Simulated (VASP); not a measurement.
Na, 2 atoms in the cell. It takes space group P6_3/mmc (No. 194, hexagonal). Conventional cell: a = 3.601 Å, b = 3.601 Å, c = 5.927 Å, α = 90.00°, β = 90.00°, γ = 120.00°. Na (site symmetry -6m2) has 12 Na at 3.60 to 3.62 Å within 4.7 Å. 

```yaml
Program: VASP 6.6.1
Task: single point
Functional: LDA
Potentials_or_basis: VASP PAW LDA potentials, release 64 (Na_pv)
Cutoff: 500 eV
k_mesh: 7 × 7 × 4
Occupations: methfessel-paxton, width 0.1 eV
Spin: no spin polarisation
Dipole_correction: no
Further_INCAR_settings: ALGO = Normal; EDIFF = 1e-06; NBANDS = 14
```

Potentials or basis: VASP PAW LDA potentials, release 64 (Na_pv).

Run with:

```console
$ cat potpaw_LDA.64/Na_pv/POTCAR > POTCAR
$ mpirun -np 1 vasp_std > vasp.out
```

Hardware: 1 thread of Intel(R) Xeon(R) Platinum 8259CL CPU @ 2.50GHz (Skylake/Cascade Lake), on a shared host.

Estimate the wall time of this run.

Wall time 12 s on 1 thread of Intel(R) Xeon(R) Platinum 8259CL CPU @ 2.50GHz (Skylake/Cascade Lake), on a shared host, peak memory 0.15 GiB. Counts: scf iterations 9, k points 24.
